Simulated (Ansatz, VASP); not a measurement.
**SnRu2: VASP beside Ansatz**

INCAR

```
PREC = Accurate
ENCUT = 600
EDIFF = 1E-6
ISMEAR = 0
SIGMA = 0.1
LREAL = F
LASPH = T
NELM = 60
ALGO = Fast
ISIF = 3
LWAVE = F
LCHARG = F
GGA = PE
IBRION = 2
NSW = 100
EDIFFG = -0.01
```

Contents of KPOINTS:

```
regular mesh
0
Gamma
  12 12 16
```

Contents of POSCAR:

```
SnRu2
1.0
    4.3797674283      0.0000000000      0.0000000000
   -2.1898837142      3.7929898556      0.0000000000
    0.0000000000      0.0000000000      2.9882881475
Sn Ru
1 2
Direct
    0.0000000000      0.0000000000      0.0000000000
    0.3333333333      0.6666666667      0.5000000000
    0.6666666667      0.3333333333      0.5000000000
```

Input for Ansatz:

```yaml
crystal:
  lattice:
    - [4.3797674283, 0.0, 0.0]
    - [-2.1898837142, 3.7929898556, 0.0]
    - [0.0, 0.0, 2.9882881475]
  atoms:
    - { symbol: Sn, position: [0.0, 0.0, 0.0] }
    - { symbol: Ru, position: [0.3333333333, 0.6666666667, 0.5] }
    - { symbol: Ru, position: [0.6666666667, 0.3333333333, 0.5] }
basis:
  ecutwfc: 420
kpoints:
  mp_grid: { grid: [12, 12, 16] }
hamiltonian:
  xc: pbe
scf:
  occupations: { method: gaussian, width: 0.1 }
output:
  forces: true
  stress: true
  eigenvalues: true
relax:
  adjacent_minimum: "off"
  f_tol: 0.01
  max_steps: 80
  cell: { stress_tol: 0.05 }
```

Alike in both runs: task relaxation of cell and atoms; functional PBE; k mesh 12 × 12 × 16; occupations gaussian, width 0.1 eV; no spin polarisation.

```csv
,VASP,Ansatz
version,VASP 6.6.1,Ansatz 0.2.0
potentials or method,"VASP PAW PBE potentials, release 64 (Sn_d, Ru_pv), cutoff 600 eV","scalar-relativistic, plane waves, PAW"
valence electrons in the cell,42,46
```

```csv
,VASP,Ansatz,Ansatz less VASP
"gap on the k mesh at the Fermi level, each at its own relaxed structure (eV)",none,none,-
relaxed volume (Å³/atom),16.54,16.54,-0.004
relaxed cell length with the largest relative difference (Å),4.377,4.376,-0.0009
```

A gap of «none» marks a metal or a gap that the smearing closes. VASP's potentials hold 42 valence electrons a cell and Ansatz's 46, so a difference there can come from the potentials and not from the codes.
